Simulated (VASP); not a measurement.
# In13Ga3As3P13 (P1) in VASP: single point with PBEsol

Aim: the single point of In13Ga3As3P13 with PBEsol.

Everything below comes from runs of VASP 6.6.1. Logs are shortened: lines on timing, memory, paths and dates and some standing lists are left out, and cuts for length are marked.

### Step 1. The cell of the first run

The typed cell holds 64 atoms: a = 11.681 Å, b = 11.681 Å, c = 11.681 Å, α = 90.00°, β = 90.00°, γ = 90.00°.

### Step 2. Single point, PBEsol

INCAR

```
PREC = Accurate
ENCUT = 520
EDIFF = 1E-6
ISMEAR = -1
SIGMA = 0.05
LREAL = Auto
LASPH = True
NELM = 100
ALGO = Normal
ISIF = 2
LWAVE = False
LCHARG = True
GGA = PS
LELF = True
LVHAR = True
NBANDS = 326
NCORE = 4
```

KPOINTS

```
Automatic mesh
0
Gamma
  1 1 1
  0.5 0.5 0.5
```

POSCAR

```
In13Ga3As3P13
1.0
   11.6813953132      0.0000000000      0.0000000000
    0.0000000000     11.6813953132      0.0000000000
    0.0000000000      0.0000000000     11.6813953132
In Ga P As
26 6 26 6
Direct
    0.9972380000      0.0024370000      0.0008100000
    0.9975150000      0.0028690000      0.5002000000
    0.9956690000      0.4978040000      0.0014850000
    0.9944610000      0.4976620000      0.4969610000
    0.4969270000      0.9975760000      0.9994110000
    0.5051020000      0.9996610000      0.4965460000
    0.5069500000      0.4990110000      0.5006710000
    0.2481350000      0.2499380000      0.9971760000
    0.2493680000      0.2499500000      0.4999000000
    0.2564200000      0.7477630000      0.0002730000
    0.2476480000      0.7504970000      0.5003990000
    0.7480600000      0.7433570000      0.0050750000
    0.7453260000      0.7476690000      0.4973310000
    0.2522310000      0.9976660000      0.2503680000
    0.2482970000      0.9997960000      0.7525010000
    0.2474610000      0.5023280000      0.2478450000
    0.2544570000      0.5019100000      0.7519790000
    0.7516180000      0.9990380000      0.2530560000
    0.7509520000      0.0067990000      0.7466270000
    0.7499690000      0.5006710000      0.7488580000
    0.9931770000      0.2518330000      0.2504340000
    0.9952560000      0.2517540000      0.7491570000
    0.9971360000      0.7475950000      0.2499310000
    0.0001790000      0.7509640000      0.7500900000
    0.5067670000      0.2553980000      0.2536450000
    0.5023570000      0.2497550000      0.7490970000
    0.5052010000      0.5081430000      0.0035160000
    0.7536770000      0.2556150000      0.0029440000
    0.7511900000      0.2531740000      0.4975580000
    0.7458390000      0.4974110000      0.2492750000
    0.5053770000      0.7485180000      0.2453010000
    0.5016010000      0.7410950000      0.7522600000
    0.1241290000      0.1258880000      0.1270720000
    0.1237450000      0.1253700000      0.6265740000
    0.1229190000      0.6255590000      0.1221890000
    0.1227800000      0.6222880000      0.6244660000
    0.6323750000      0.1347100000      0.6141950000
    0.6207300000      0.6181430000      0.1339890000
    0.6201790000      0.6296070000      0.6318130000
    0.3764830000      0.3753910000      0.6237240000
    0.3832480000      0.8673640000      0.1321130000
    0.8617210000      0.3774330000      0.1266140000
    0.8663530000      0.3694280000      0.6180650000
    0.8740990000      0.8743160000      0.1254040000
    0.8735270000      0.8746590000      0.6228750000
    0.3769080000      0.1264130000      0.3742870000
    0.3744710000      0.1248240000      0.8739400000
    0.3902260000      0.6236000000      0.8767600000
    0.8672530000      0.1315570000      0.3826240000
    0.8681070000      0.1347260000      0.8826340000
    0.8650990000      0.6171760000      0.3664720000
    0.8754370000      0.6246810000      0.8747000000
    0.1240470000      0.3749660000      0.3734150000
    0.1229830000      0.3767510000      0.8734520000
    0.1216330000      0.8758040000      0.3749980000
    0.1251290000      0.8745940000      0.8784060000
    0.6404630000      0.3766030000      0.3775160000
    0.6197410000      0.8676520000      0.3653020000
    0.6326150000      0.1300470000      0.1184040000
    0.3816750000      0.3827920000      0.1177420000
    0.3832480000      0.8681890000      0.6332380000
    0.3831340000      0.6310810000      0.3686690000
    0.6259380000      0.3775780000      0.8881660000
    0.6211990000      0.8676860000      0.8676990000
```

Potentials or basis: VASP PAW PBE potentials, release 64 (In_d, Ga_d, P, As).

Command:

```bash
> cat potpaw_PBE.64/In_d/POTCAR potpaw_PBE.64/Ga_d/POTCAR potpaw_PBE.64/P/POTCAR potpaw_PBE.64/As/POTCAR > POTCAR
> mpirun -np 4 vasp_std > vasp.out
```

OUTCAR:

```text
PREC = Accurate
   ENCUT = 520
   EDIFF = 1E-6
   ISMEAR = -1
   LREAL = Auto
   LASPH = True
   NELM = 100
   ISIF = 2
   GGA = PS

 ion  position               nearest neighbor table
   1  0.997  0.002  0.001-  44 2.54  33 2.54  56 2.55  50 2.56
   2  0.998  0.003  0.500-  45 2.53  34 2.53  55 2.54  49 2.54
   3  0.996  0.498  0.001-  52 2.52  35 2.53  54 2.54  42 2.56
   4  0.994  0.498  0.497-  53 2.54  43 2.55  51 2.56  36 2.57
   5  0.497  0.998  0.999-  47 2.53  41 2.55  64 2.60  59 2.62
   6  0.505  1.000  0.497-  46 2.54  58 2.55  37 2.57  61 2.63
   7  0.507  0.499  0.501-  39 2.53  40 2.54  57 2.56  62 2.62  13 4.02
   8  0.248  0.250  0.997-  47 2.53  54 2.53  33 2.55  60 2.61
   9  0.249  0.250  0.500-  40 2.54  46 2.54  53 2.54  34 2.54
  10  0.256  0.748  0.000-  35 2.55  41 2.55  56 2.56  48 2.57
  11  0.248  0.750  0.500-  55 2.54  36 2.54  61 2.61  62 2.61
  12  0.748  0.743  0.005-  52 2.54  44 2.55  38 2.57  64 2.62
  13  0.745  0.748  0.497-  58 2.55  39 2.55  45 2.57  51 2.57   7 4.02
  14  0.252  0.998  0.250-  55 2.54  46 2.55  33 2.56  41 2.56
  15  0.248  1.000  0.753-  47 2.51  56 2.52  34 2.54  61 2.61
  16  0.247  0.502  0.248-  35 2.52  53 2.54  60 2.59  62 2.60
  17  0.254  0.502  0.752-  40 2.54  54 2.55  36 2.56  48 2.58
  18  0.752  0.999  0.253-  44 2.53  58 2.54  49 2.55  59 2.60
  19  0.751  0.007  0.747-  45 2.55  37 2.56  50 2.57  64 2.63
[... 43 lines left out ...]
  63  0.626  0.378  0.888-  28 2.46  27 2.48  20 2.61  26 2.64
  64  0.621  0.868  0.868-  32 2.44   5 2.60  12 2.62  19 2.63

  LATTYP: Found a simple cubic cell.
 ALAT       =    11.6813953132

  Lattice vectors:

 A1 = (  11.6813953132,   0.0000000000,   0.0000000000)
 A2 = (   0.0000000000,  11.6813953132,   0.0000000000)
 A3 = (   0.0000000000,   0.0000000000,  11.6813953132)

Analysis of symmetry for initial positions (statically):
=====================================================================
 Subroutine PRICEL returns:
 Original cell was already a primitive cell.

 Routine SETGRP: Setting up the symmetry group for a
 simple cubic supercell.

 Subroutine GETGRP returns: Found  1 space group operations
 (whereof  1 operations were pure point group operations)
 out of a pool of 48 trial point group operations.

The static configuration has the point symmetry C_1 .

Analysis of symmetry for dynamics (positions and initial velocities):
=====================================================================
 Subroutine PRICEL returns:
 Original cell was already a primitive cell.

 Routine SETGRP: Setting up the symmetry group for a
 simple cubic supercell.

 Subroutine GETGRP returns: Found  1 space group operations
 (whereof  1 operations were pure point group operations)
 out of a pool of 48 trial point group operations.

The dynamic configuration has the point symmetry C_1 .

 Subroutine INISYM returns: Found  1 space group operations
 (whereof  1 operations are pure point group operations),
 and found     1 'primitive' translations

----------------------------------------------------------------------------------------

                                     Primitive cell

  volume of cell :    1593.9848

  direct lattice vectors                    reciprocal lattice vectors
    11.681395313  0.000000000  0.000000000     0.085606212  0.000000000  0.000000000
     0.000000000 11.681395313  0.000000000     0.000000000  0.085606212  0.000000000
     0.000000000  0.000000000 11.681395313     0.000000000  0.000000000  0.085606212

  length of vectors
    11.681395313 11.681395313 11.681395313     0.085606212  0.085606212  0.085606212

  position of ions in fractional coordinates (direct lattice)
     0.997238000  0.002437000  0.000810000
     0.997515000  0.002869000  0.500200000
     0.995669000  0.497804000  0.001485000
     0.994461000  0.497662000  0.496961000
     0.496927000  0.997576000  0.999411000
     0.505102000  0.999661000  0.496546000
[... 56 lines left out ...]
     0.625938000  0.377578000  0.888166000
     0.621199000  0.867686000  0.867699000

  ion indices of the primitive-cell ions
   primitive index   ion index
                 1           1
                 2           2
                 3           3
                 4           4
                 5           5
                 6           6
[... 56 lines left out ...]
                63          63
                64          64

----------------------------------------------------------------------------------------

 KPOINTS: Automatic mesh

Automatic generation of k-mesh.
 Grid dimensions read from file:
 generate k-points for:    1    1    1

 Generating k-lattice:

  Cartesian coordinates                     Fractional coordinates (reciprocal lattice)
     0.085606212  0.000000000  0.000000000     1.000000000  0.000000000  0.000000000
     0.000000000  0.085606212  0.000000000     0.000000000  1.000000000  0.000000000
     0.000000000  0.000000000  0.085606212     0.000000000  0.000000000  1.000000000

  Length of vectors
     0.085606212  0.085606212  0.085606212

  Shift w.r.t. Gamma in fractional coordinates (k-lattice)
     0.500000000  0.500000000  0.500000000

 Subroutine IBZKPT returns following result:
 ===========================================

 Found      1 irreducible k-points:

 Following reciprocal coordinates:
            Coordinates               Weight
  0.500000  0.500000  0.500000      1.000000
   k-points           NKPTS =      1   k-points in BZ     NKDIM =      1   number of bands    NBANDS=    326
   number of dos      NEDOS =    301   number of ions     NIONS =     64
   total plane-waves  NPLWV = 729000
   dimension x,y,z NGX =    90 NGY =   90 NGZ =   90
   dimension x,y,z NGXF=   180 NGYF=  180 NGZF=  180
   ions per type =              26   6  26   6
   NGX,Y,Z   is equivalent  to a cutoff of  12.81, 12.81, 12.81 a.u.
   NGXF,Y,Z  is equivalent  to a cutoff of  25.62, 25.62, 25.62 a.u.
 SYSTEM =  unknown system
   PREC   = accura    normal or accurate (medium, high low for compatibility)
   ISTART =      0    job   : 0-new  1-cont  2-samecut
   ICHARG =      2    charge: 1-file 2-atom 10-const
   ISPIN  =      1    spin polarized calculation?
   LNONCOLLINEAR =      F non collinear calculations
   LSORBIT =      F    spin-orbit coupling
   LASPH  =      T    aspherical Exc in radial PAW
   ENCUT  =  520.0 eV  38.22 Ry    6.18 a.u.  21.72 21.72 21.72*2*pi/ulx,y,z
   NELM   =    100;   NELMIN=  2; NELMDL= -5     # of ELM steps
   EDIFF  = 0.1E-05   stopping-criterion for ELM
   LREAL  =      T    real-space projection
   EDIFFG = 0.1E-04   stopping-criterion for IOM
   NSW    =      0    number of steps for IOM
   IBRION =     -1    ionic relax: 0-MD 1-quasi-New 2-CG
   NFREE  =      0    steps in history (QN), initial steepest desc. (CG)
   ISIF   =      2    stress and relaxation
   ISYM   =      2    0-nonsym 1-usesym 2-fastsym
   POTIM  = 0.5000    time-step for ionic-motion
   TEBEG  =    0.0;   TEEND  =   0.0 temperature during run
   PSTRESS=    0.0 pullay stress
   NELECT =     576.0000    total number of electrons
   NUPDOWN=      -1.0000    fix difference up-down
   EMIN   =  10.00;   EMAX   =-10.00  energy-range for DOS
   EFERMI =   0.00;   METHOD = LEGACY
   ISMEAR =    -1;   SIGMA  =   0.05  broadening in eV -4-tet -1-fermi 0-gaus
   EFERMI_NEDOS =   21; number of points for ismear=-14 and -15
   IALGO  =     38    algorithm
   IMIX   =      4    mixing-type and parameters
     AMIX     =   0.40;   BMIX     =  1.00
     AMIX_MAG =   1.60;   BMIX_MAG =  1.00
  volume/ion in A,a.u.               =      24.91       168.07
  Fermi-wavevector in a.u.,A,eV,Ry     =   1.166060  2.203534 18.499790  1.359696
  Thomas-Fermi vector in A             =   2.302578
   LORBIT       =      0    0 simple, 1 ext, 2 COOP (PROOUT), +10 PAW based schemes
   GGA     = PS    functional components
   LHFCALC =     F    Hartree Fock is set to
   AEXX    =    0.0000 exact exchange contribution
   IVDW    =     0    specifies the selected vdW correction
   LEPSILON=     F    determine dielectric tensor
   LRPA    =     F    only Hartree local field effects (RPA)
 non-spin polarized calculation
  energy-cutoff  :      520.00
  volume of cell :     1593.98
 maximum number of plane-waves:     42920
 NGX is ok and might be reduce to    90
   NGX = 43   NGY = 43   NGZ = 43

 number of electron     576.0000016 magnetization

 Free energy of the ion-electron system (eV)
  ---------------------------------------------------
  ext. energy  EPLUGINS =         0.00000000
  ---------------------------------------------------
  free energy    TOTEN  =      -288.94242097 eV

  energy without entropy =     -288.94242074  energy(sigma->0) =     -288.94242085

 E-fermi :   5.3510     XC(G=0):  -9.4770

 val. band max:        4.5070092996   @ k =   0.5000   0.5000   0.5000
 cond. band min:       6.1886954259   @ k =   0.5000   0.5000   0.5000
 fundamental gap:      1.6816861263
 Fermi energy:         5.3509564203

 k-point     1 :       0.5000    0.5000    0.5000
  band No.  band energies     occupation
      1      -9.8819      2.00000
      2      -9.8793      2.00000
      3      -9.8764      2.00000
      4      -9.8357      2.00000
      5      -9.8294      2.00000
      6      -9.8272      2.00000
[... 292 lines left out ...]
    299       6.9707      0.00000
    300       6.9859      0.00000
 [bands above 300 left out]

------------------------ aborting loop because EDIFF is reached ----------------------------------------

  FORCE on cell =-STRESS in cart. coord.  units (eV):
  Direction    XX          YY          ZZ          XY          YZ          ZX
  --------------------------------------------------------------------------------------
  -------------------------------------------------------------------------------------
  Total        0.5878588     -0.1672738      0.0805338      0.3294975     -0.2134326     -0.1033784
  in kB        0.5908802     -0.1681335      0.0809477      0.3311910     -0.2145295     -0.1039097
  external PRESSURE =       0.1678981 kB  Pullay stress =       0.0000000 kB

 VOLUME and BASIS-vectors are now :
 -----------------------------------------------------------------------------
  energy-cutoff  :      520.00
  volume of cell :     1593.98
      direct lattice vectors                 reciprocal lattice vectors
    11.681395313  0.000000000  0.000000000     0.085606212  0.000000000  0.000000000
     0.000000000 11.681395313  0.000000000     0.000000000  0.085606212  0.000000000
     0.000000000  0.000000000 11.681395313     0.000000000  0.000000000  0.085606212

 POSITION                                       TOTAL-FORCE (eV/Angst)
 -----------------------------------------------------------------------------------
     11.64913      0.02847      0.00946         0.000462     -0.007682     -0.009051
     11.65237      0.03351      5.84303         0.004258     -0.003922     -0.004301
     11.63080      5.81505      0.01735         0.001569      0.014483     -0.003005
     11.61669      5.81339      5.80520         0.011350     -0.010804     -0.002951
      5.80480     11.65308     11.67451         0.000414      0.002085      0.007592
      5.90030     11.67744      5.80035         0.012980      0.009551     -0.015457
[... 56 lines left out ...]
      7.31183      4.41064     10.37502         0.003953     -0.003940      0.007172
      7.25647     10.13578     10.13594        -0.011596      0.005602      0.003993
 -----------------------------------------------------------------------------------
    total drift:                                0.057990     -0.085036      0.014239

  FREE ENERGIE OF THE ION-ELECTRON SYSTEM (eV)
  ---------------------------------------------------
  free  energy   TOTEN  =      -288.9424209685 eV

  energy  without entropy=     -288.9424207353  energy(sigma->0) =     -288.94242085
```

Wall time 4.7 min (4 MPI ranks of AMD EPYC 7R13 (Zen 3), shared host); peak memory 0.51 GiB.

What came out:

```
Free energy            : -288.9424 eV
Pressure               : 0.0 GPa
Largest force          : 0.032 eV/Å
Band gap on the k mesh : 1.68 eV
```

Forces in eV/Å, atoms in the order of the input:
```
In   0.000 -0.008 -0.009
In   0.004 -0.004 -0.004
In   0.002  0.014 -0.003
In   0.011 -0.011 -0.003
In   0.000  0.002  0.008
In   0.013  0.010 -0.015
In   0.017 -0.009  0.001
In   0.005 -0.011 -0.020
In  -0.005  0.005  0.004
In  -0.004 -0.007 -0.001
In   0.003 -0.001 -0.001
In   0.009  0.003  0.004
In  -0.015  0.002  0.000
In  -0.007 -0.004  0.007
In   0.005  0.015  0.004
In  -0.011 -0.007  0.006
In  -0.001 -0.008  0.009
In   0.003 -0.003  0.003
In  -0.012 -0.010  0.000
In   0.004  0.017  0.002
In   0.020 -0.025 -0.004
In  -0.014 -0.016  0.009
In  -0.008  0.014 -0.015
In   0.004 -0.007  0.009
In   0.006  0.001  0.020
In  -0.007 -0.006  0.008
Ga  -0.001  0.011 -0.002
Ga   0.007  0.001 -0.003
Ga   0.000  0.008 -0.006
Ga  -0.014 -0.009  0.001
Ga   0.011  0.012 -0.002
Ga   0.004 -0.011  0.001
P    0.002  0.000  0.000
P   -0.001 -0.004  0.002
P    0.002  0.002  0.001
P    0.001  0.006 -0.005
P    0.002  0.005 -0.003
P   -0.002 -0.005  0.004
P    0.001  0.008 -0.001
P    0.002 -0.003 -0.002
P   -0.004  0.001  0.004
P   -0.003  0.006  0.002
P    0.003  0.000 -0.003
P    0.004  0.000  0.007
P    0.000  0.001 -0.002
P    0.000  0.007 -0.002
P   -0.009  0.005 -0.001
P   -0.005  0.000  0.004
P    0.007  0.004  0.004
P   -0.004  0.004  0.005
P   -0.003 -0.001 -0.001
P    0.002 -0.002 -0.008
P   -0.005  0.004 -0.004
P   -0.008 -0.002 -0.003
P   -0.007 -0.001 -0.001
P    0.001  0.001 -0.004
P    0.001 -0.004 -0.002
P   -0.003 -0.010  0.000
As   0.003  0.008 -0.008
As   0.001  0.003 -0.007
As  -0.002  0.000  0.008
As  -0.001  0.003 -0.003
As   0.004 -0.004  0.007
As  -0.012  0.006  0.004
```

Caveat: the PAW data sets were made with another functional, which shifts forces and pressure a little; spin-orbit coupling is left out, which moves the levels of the heavy elements; a shifted mesh leaves out Γ, where band edges can lie.
